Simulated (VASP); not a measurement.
Here is a VASP 6.6.1 calculation.

Contents of INCAR:

```
SYSTEM = SnO2
  PREC = Accurate
  ENCUT = 600
  EDIFF = 1E-6
  ISMEAR = 0
  SIGMA = 0.01
  LREAL = .FALSE.
  LASPH = .TRUE.
  NELM = 120
  ALGO = Normal
  ISIF = 2
  LWAVE = .FALSE.
  LCHARG = .FALSE.
  GGA = PS
  NBANDS = 35
  GGA_COMPAT = .FALSE.
```

KPOINTS

```
Automatic mesh
0
G
  6 6 3
  0 0 0
```

The input POSCAR:

```
SnO2
1.0
    1.6170930000      0.9336290000      4.8005930000
   -1.6170930000      0.9336290000      4.8005930000
    0.0000000000     -3.7345160000      9.6011860000
Sn O
2 4
Direct
    0.5000000000      0.5000000000      0.2500000000
    0.5000000000      0.5000000000      0.7500000000
    0.2371700000      0.2371700000      0.1185850000
    0.7628300000      0.7628300000      0.3814150000
    0.2371700000      0.2371700000      0.6185850000
    0.7628300000      0.7628300000      0.8814150000
```

Potentials or basis: VASP PAW PBE potentials, release 64 (Sn_d, O).

Run with:

```sh
$ cat potpaw_PBE.64/Sn_d/POTCAR potpaw_PBE.64/O/POTCAR > POTCAR
$ mpirun -np 1 vasp_std > vasp.out
```

Q: What does it give for the largest force?

A: 0.348 eV/Å.

Q: What does it give for the band gap on the k mesh?

A: 1.85 eV.

Stress tensor (GPa, compression positive):
```
-5.22  0.00  0.00
 0.00 -5.22  0.00
 0.00  0.00 -3.67
```

Caveat: the cell stands under tension; the PAW data sets were made with another functional, which shifts forces and pressure a little; spin-orbit coupling is left out, which moves the levels of the heavy elements; an odd mesh through Γ misses points on the zone boundary, where band edges can lie.
